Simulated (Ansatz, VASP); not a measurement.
One calculation of BN, two programs

```xyz
2
Lattice="0.0000 1.5761 1.8232 1.8232 0.0000 1.8232 1.8232 1.5761 0.0000" Properties=species:S:1:pos:R:3 pbc="T T T"
B     0.0000    0.0000    0.0000
N     2.7348    2.3642    2.7348
```

Alike in both runs: task single point; functional PBE; k mesh 12 × 12 × 12; occupations gaussian, width 0.05 eV; no spin polarisation.

```csv
,VASP,Ansatz
version,VASP 6.6.1,Ansatz 0.2.0
potentials or method,"VASP PAW PBE potentials, release 64 (B, N), cutoff 520 eV","scalar-relativistic, plane waves, PAW"
valence electrons in the cell,8,8
```

Ansatz gave:

* gap on the k mesh at the Fermi level (eV): 2.13
* least direct gap on the mesh (eV): 8.10

**Question.** What did VASP give for the same quantities?

**Answer.** gap on the k mesh at the Fermi level (eV): 2.11; least direct gap on the mesh (eV): 8.09.
